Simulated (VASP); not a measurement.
A run of VASP 6.6.1 is set up as follows.

File INCAR:

```
PREC     = Accurate       # precision mode
ENCUT    = 520            # plane-wave cutoff, eV
EDIFF    = 1E-6           # SCF threshold, eV
ISMEAR   = -1             # smearing method
SIGMA    = 0.02           # smearing width, eV
LREAL    = False          # projectors in reciprocal space
LASPH    = True           # aspherical terms in the spheres
NELM     = 80             # most SCF steps
ALGO     = Normal         # electronic algorithm
ISIF     = 2              # what is computed and relaxed
LWAVE    = False          # write WAVECAR
LCHARG   = False          # write CHGCAR
GGA      = PE             # functional
NBANDS   = 44             # bands
```

The input KPOINTS:

```
regular mesh
0
Gamma
  5 5 4
```

File POSCAR:

```
SiO2
1.0
    4.9820000000      0.0000000000      0.0000000000
    0.0000000000      4.9820000000      0.0000000000
    0.0000000000      0.0000000000      6.9630000000
Si O
4 8
Direct
    0.3039072731      0.3039072731      0.0000000000
    0.1960927269      0.8039072731      0.2500000000
    0.6960927269      0.6960927269      0.5000000000
    0.8039072731      0.1960927269      0.7500000000
    0.2373153555      0.1139731861      0.1837399653
    0.3860268139      0.7373153555      0.4337399653
    0.7626846445      0.8860268139      0.6837399653
    0.6139731861      0.2626846445      0.9337399653
    0.7373153555      0.3860268139      0.5662600347
    0.8860268139      0.7626846445      0.3162600347
    0.2626846445      0.6139731861      0.0662600347
    0.1139731861      0.2373153555      0.8162600347
```

Potentials or basis: VASP PAW PBE potentials, release 64 (Si, O).

Command:

```sh
$ cat potpaw_PBE.64/Si/POTCAR potpaw_PBE.64/O/POTCAR > POTCAR
$ mpirun -np 1 vasp_std > vasp.out
```

(1) What does it give for the pressure?

(2) Predict the largest force.

(3) Predict the band gap on the k mesh.

Answers

(1) 1.2 GPa.

(2) 0.030 eV/Å.

(3) 5.61 eV, direct.
